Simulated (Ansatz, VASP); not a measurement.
**One calculation of W, two programs**

INCAR

```
PREC     = Accurate       # precision mode
ENCUT    = 520            # plane-wave cutoff, eV
EDIFF    = 1E-6           # SCF threshold, eV
ISMEAR   = 0              # smearing method
SIGMA    = 0.15           # smearing width, eV
LREAL    = F              # projectors in reciprocal space
LASPH    = T              # aspherical terms in the spheres
NELM     = 100            # most SCF steps
ALGO     = Fast           # electronic algorithm
ISIF     = 2              # what is computed and relaxed
LWAVE    = F              # write WAVECAR
LCHARG   = F              # write CHGCAR
GGA      = PS             # functional
NBANDS   = 13             # bands
```

File KPOINTS:

```
regular mesh
0
Gamma
  24 24 24
```

File POSCAR:

```
W
1.0
   -1.4029090590      1.6033246389      1.6033246389
    1.6033246389     -1.4029090590      1.6033246389
    1.6033246389      1.6033246389     -1.4029090590
W
1
Direct
    0.0000000000      0.0000000000      0.0000000000
```

Input for Ansatz:

```yaml
crystal:
  lattice:
    - [-1.402909059, 1.6033246389, 1.6033246389]
    - [1.6033246389, -1.402909059, 1.6033246389]
    - [1.6033246389, 1.6033246389, -1.402909059]
  atoms:
    - { symbol: W, position: [0.0, 0.0, 0.0] }
basis:
  ecutwfc: 420
kpoints:
  mp_grid: { grid: [24, 24, 24] }
hamiltonian:
  xc: pbesol
scf:
  occupations: { method: gaussian, width: 0.15 }
output:
  forces: true
  stress: true
  eigenvalues: true
```

Alike in both runs: task single point; functional PBEsol; k mesh 24 × 24 × 24; occupations gaussian, width 0.15 eV; no spin polarisation.

|  | VASP | Ansatz |
| --- | --- | --- |
| version | VASP 6.6.1 | Ansatz 0.2.0 |
| potentials or method | VASP PAW PBE potentials, release 64 (W_sv), cutoff 520 eV | scalar-relativistic, plane waves, PAW |
| valence electrons in the cell | 14 | 14 |

Ansatz gave:

* gap on the k mesh at the Fermi level (eV): none
* pressure (GPa): -5.1
* traceless stress, the component that is largest in VASP (GPa): -12.23

Question: Estimate VASP's values.

Answer: gap on the k mesh at the Fermi level (eV): none; pressure (GPa): -4.5; traceless stress, the component that is largest in VASP (GPa): -12.36.

VASP's potentials were made for PBE, not for PBEsol. A gap of «none» marks a metal or a gap that the smearing closes. The functional is the same, so the differences come from potentials, cutoffs and numerics.

Spin-orbit coupling is off throughout.
